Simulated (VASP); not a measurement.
Here is a VASP 6.6.1 calculation.

File INCAR:

```
SYSTEM = TiAl2N3
  ALGO = Normal
  EDIFF = 1E-7
  ENCUT = 520
  GGA = PE
  ISIF = 2
  ISMEAR = 0
  LASPH = .TRUE.
  LCHARG = .FALSE.
  LREAL = .FALSE.
  LWAVE = .FALSE.
  NBANDS = 26
  NELM = 100
  PREC = Accurate
  SIGMA = 0.1
```

Contents of KPOINTS:

```
k-points
0
G
  12 12 6
  0 0 0
```

Contents of POSCAR:

```
TiAl2N3
1.0
    3.1504842197      0.0000000000      0.0000000000
   -1.5752421098      2.7283993685      0.0000000000
    0.0000000000      0.0000000000      7.8271045628
Ti Al N
1 2 3
Direct
    0.6666666667      0.3333333333      0.3299202936
    0.0000000000      0.0000000000      0.9969539963
    0.3333333333      0.6666666667      0.6744134785
    0.6666666667      0.3333333333      0.0705318401
    0.3333333333      0.6666666667      0.4272791689
    0.0000000000      0.0000000000      0.7509012226
```

Potentials or basis: VASP PAW PBE potentials, release 64 (Ti_sv, Al, N).

Launch:

```console
$ cat potpaw_PBE.64/Ti_sv/POTCAR potpaw_PBE.64/Al/POTCAR potpaw_PBE.64/N/POTCAR > POTCAR
$ mpirun -np 1 vasp_std > vasp.out
```

(1) What does it give for the largest force?

(2) Estimate the band gap on the k mesh.

(3) Estimate the pressure.

## Answers

(1) 0.048 eV/Å.

(2) zero (an odd number of electrons rules out a gap without spin polarisation).

(3) -0.1 GPa.
